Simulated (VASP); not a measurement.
# CuI (F-43m) in VASP: settings compared, part 2 of 2

VASP 6.6.1.

**4. Single point, r2SCAN+U**

POSCAR reads:

```
CuI
1.0
    0.0000000000      3.0315000000      3.0315000000
    3.0315000000      0.0000000000      3.0315000000
    3.0315000000      3.0315000000      0.0000000000
Cu I
1 1
Direct
    0.2500000000      0.2500000000      0.2500000000
    0.0000000000      0.0000000000      0.0000000000
```

INCAR.step1 reads:

```
  PREC = Accurate
  ENCUT = 660
  ISMEAR = 0
  SIGMA = 0.01
  LREAL = F
  LASPH = T
  NELM = 200
  LMAXMIX = 4
  LDAU = T
  LDAUTYPE = 2
  LDAUL = 2 -1
  LDAUU = 4 0
  LDAUJ = 0 0
  NBANDS = 16
  GGA = PE
  ALGO = Normal
  EDIFF = 1E-5
  LWAVE = T
  LCHARG = F
  GGA_COMPAT = F
```

INCAR.step2 reads:

```
  PREC = Accurate
  ENCUT = 660
  EDIFF = 1E-6
  ISMEAR = 0
  SIGMA = 0.01
  LREAL = F
  LASPH = T
  NELM = 200
  ALGO = Normal
  ISIF = 2
  LWAVE = F
  LCHARG = F
  LMAXMIX = 4
  LDAU = T
  LDAUTYPE = 2
  LDAUL = 2 -1
  LDAUU = 4 0
  LDAUJ = 0 0
  LDAUPRINT = 1
  METAGGA = R2SCAN
  LMIXTAU = T
  NBANDS = 16
  ISTART = 1
  GGA_COMPAT = F
```

KPOINTS reads:

```
regular mesh
0
Gamma
  5 5 5
```

Potentials or basis: VASP PAW PBE potentials, release 64 (Cu, I).

The run is started by

```console
> cat potpaw_PBE.64/Cu/POTCAR potpaw_PBE.64/I/POTCAR > POTCAR
> cp INCAR.step1 INCAR
> mpirun -np 1 vasp_std > vasp.out
> cp INCAR.step2 INCAR
> mpirun -np 1 vasp_std > vasp.out
```

OUTCAR:

```text
PREC = Accurate
   ENCUT = 660
   EDIFF = 1E-6
   ISMEAR = 0
   LREAL = F
   LASPH = T
   NELM = 200
   ISIF = 2
   METAGGA = R2SCAN
   ISTART = 1

 ion  position               nearest neighbor table
   1  0.250  0.250  0.250-   2 2.63   2 2.63   2 2.63   2 2.63
   2  0.000  0.000  0.000-   1 2.63   1 2.63   1 2.63   1 2.63

  LATTYP: Found a face centered cubic cell.
 ALAT       =     6.0630000000

  Lattice vectors:
[... 395 lines left out ...]
     15      15.4094      0.00000
     16      17.7974      0.00000

------------------------ aborting loop because EDIFF is reached ----------------------------------------

  FORCE on cell =-STRESS in cart. coord.  units (eV):
  Direction    XX          YY          ZZ          XY          YZ          ZX
  --------------------------------------------------------------------------------------
  -------------------------------------------------------------------------------------
  Total       -0.0724819     -0.0724819     -0.0724819      0.0000000     -0.0000000      0.0000000
  in kB       -2.0841916     -2.0841916     -2.0841916      0.0000000     -0.0000000      0.0000000
  external PRESSURE =      -2.0841916 kB  Pullay stress =       0.0000000 kB

 VOLUME and BASIS-vectors are now :
 -----------------------------------------------------------------------------
  energy-cutoff  :      660.00
  volume of cell :       55.72
      direct lattice vectors                 reciprocal lattice vectors
     0.000000000  3.031500000  3.031500000    -0.164934851  0.164934851  0.164934851
     3.031500000  0.000000000  3.031500000     0.164934851 -0.164934851  0.164934851
     3.031500000  3.031500000  0.000000000     0.164934851  0.164934851 -0.164934851

 POSITION                                       TOTAL-FORCE (eV/Angst)
 -----------------------------------------------------------------------------------
      1.51575      1.51575      1.51575         0.000000      0.000000     -0.000000
      0.00000      0.00000      0.00000        -0.000000     -0.000000      0.000000
 -----------------------------------------------------------------------------------
    total drift:                               -0.000000     -0.000000     -0.000000

  FREE ENERGIE OF THE ION-ELECTRON SYSTEM (eV)
  ---------------------------------------------------
  free  energy   TOTEN  =       -34.7423124753 eV

  energy  without entropy=      -34.7423124753  energy(sigma->0) =      -34.74231248
```

OUTCAR.step1:

```text
PREC = Accurate
   ENCUT = 660
   ISMEAR = 0
   LREAL = F
   LASPH = T
[... 397 lines left out ...]
 -----------------------------------------------------------------------------------
      1.51575      1.51575      1.51575         0.000000      0.000000     -0.000000
      0.00000      0.00000      0.00000        -0.000000     -0.000000      0.000000
 -----------------------------------------------------------------------------------
    total drift:                               -0.000000     -0.000000     -0.000000

  FREE ENERGIE OF THE ION-ELECTRON SYSTEM (eV)
  ---------------------------------------------------
  free  energy   TOTEN  =        -4.4560575482 eV

  energy  without entropy=       -4.4560575482  energy(sigma->0) =       -4.45605755
```

OSZICAR.step1:

```text
N       E                     dE             d eps       ncg     rms          rms(c)
DAV:   1     0.107283304982E+03    0.10728E+03   -0.89415E+03   320   0.149E+03
DAV:   2     0.315345165445E+01   -0.10413E+03   -0.95892E+02   344   0.267E+02
DAV:   3    -0.429844269178E+01   -0.74519E+01   -0.73519E+01   432   0.725E+01
DAV:   4    -0.449048189398E+01   -0.19204E+00   -0.19194E+00   376   0.106E+01
DAV:   5    -0.450012254135E+01   -0.96406E-02   -0.96404E-02   496   0.267E+00    0.388E+00
DAV:   6    -0.446849572574E+01    0.31627E-01   -0.31787E-01   376   0.187E+01    0.234E+00
DAV:   7    -0.445729393272E+01    0.11202E-01   -0.91831E-02   376   0.101E+01    0.146E+00
DAV:   8    -0.445568737286E+01    0.16066E-02   -0.12248E-02   504   0.239E+00    0.150E-01
DAV:   9    -0.445583771271E+01   -0.15034E-03   -0.86326E-04   472   0.401E-01    0.588E-02
DAV:  10    -0.445606401762E+01   -0.22630E-03   -0.26486E-04   384   0.127E-01    0.363E-02
DAV:  11    -0.445605754823E+01    0.64694E-05   -0.15449E-05   312   0.711E-02
   1 F= -.44560575E+01 E0= -.44560575E+01  d E =-.325804E-41
```

It took 1.7 min on 1 thread of Intel Xeon 8259CL, shared host; peak memory 0.22 GiB.

Results:

```yaml
Free_energy: -34.7423 eV
Pressure: -0.2 GPa
Band_gap_on_the_k_mesh: 2.28 eV
```

Eigenvalues of the final occupation matrices:
| site | spin | trace | eigenvalues |
| --- | --- | --- | --- |
| site 1 d | 1 | 4.75 | 0.95 0.95 0.95 0.95 0.95 |
| site 1 d | 2 | 4.75 | 0.95 0.95 0.95 0.95 0.95 |

Caveat: the PAW data sets were made with another functional, which shifts forces and pressure a little; spin-orbit coupling is left out, which moves the levels of the heavy elements.

**5. Single point, r2SCAN+U**

POSCAR is that of step 4.

INCAR.step1 reads:

```
ALGO = Normal
EDIFF = 1E-5
ENCUT = 660
GGA = PE
GGA_COMPAT = False
ISMEAR = 0
LASPH = True
LCHARG = False
LDAU = True
LDAUJ = 0 0
LDAUL = 2 -1
LDAUTYPE = 2
LDAUU = 6 0
LMAXMIX = 4
LREAL = False
LWAVE = True
NBANDS = 16
NELM = 200
PREC = Accurate
SIGMA = 0.01
```

INCAR.step2 reads:

```
ALGO = Normal
EDIFF = 1E-6
ENCUT = 660
GGA_COMPAT = False
ISIF = 2
ISMEAR = 0
ISTART = 1
LASPH = True
LCHARG = True
LDAU = True
LDAUJ = 0 0
LDAUL = 2 -1
LDAUPRINT = 1
LDAUTYPE = 2
LDAUU = 6 0
LELF = True
LMAXMIX = 4
LMIXTAU = True
LREAL = False
LVHAR = True
LWAVE = False
METAGGA = R2SCAN
NBANDS = 16
NELM = 200
PREC = Accurate
SIGMA = 0.01
```

KPOINTS reads:

```
k-points
0
Gamma
  5 5 5
```

The run is started by

```console
> cat potpaw_PBE.64/Cu/POTCAR potpaw_PBE.64/I/POTCAR > POTCAR
> cp INCAR.step1 INCAR
> mpirun -np 1 vasp_std > vasp.out
> cp INCAR.step2 INCAR
> mpirun -np 1 vasp_std > vasp.out
```

It took 94 s on 1 thread of Intel Xeon 8259CL, shared host; peak memory 0.22 GiB.

It converged, with:

| Property | Result |
| --- | --- |
| Free energy | -34.2985 eV |
| Pressure | 0.0 GPa |
| Band gap on the k mesh | 2.58 eV |

Levels at points of the mesh, in eV from the valence-band top:
```
           k point  band 6  band 7  band 8  band 9  band 10  band 11  band 12  band 13
(0.00, 0.00, 0.00)   -2.60    0.00    0.00    0.00     2.58     6.22     6.22     6.22
```

Eigenvalues of the final occupation matrices:
```csv
site,spin,trace,eigenvalues
site 1 d,1,4.78,0.95 0.95 0.96 0.96 0.96
site 1 d,2,4.78,0.95 0.95 0.96 0.96 0.96
```

Caveat: the PAW data sets were made with another functional, which shifts forces and pressure a little; spin-orbit coupling is left out, which moves the levels of the heavy elements.

**6. The runs side by side**

| level | U | gap on the mesh (eV) | pressure (GPa) |
| --- | --- | --- | --- |
| r2SCAN | - | 1.61 | -0.8 |
| r2SCAN+U | Cu d U = 2.0 eV | 1.95 | -0.5 |
| r2SCAN+U | Cu d U = 4.0 eV | 2.28 | -0.2 |
| r2SCAN+U | Cu d U = 6.0 eV | 2.58 | 0.0 |

Alike in all rows: task single point; potentials or basis VASP PAW PBE potentials, release 64 (Cu, I); no spin polarisation; cell as given; k mesh 5 × 5 × 5; cutoff (eV) 660; smearing gaussian 0.01 eV.

On the cell as given the gap runs from 1.61 eV (r2SCAN) to 2.58 eV (r2SCAN+U). The pressure there spans -0.8 GPa (r2SCAN) to 0.0 GPa (r2SCAN+U); a positive pressure means that this level wants a larger cell, a negative one a smaller.

Caveats: the PAW data sets were made with another functional, which shifts forces and pressure a little; spin-orbit coupling is left out, which moves the levels of the heavy elements.

Absolute energies hang on the potentials; compare differences alone.
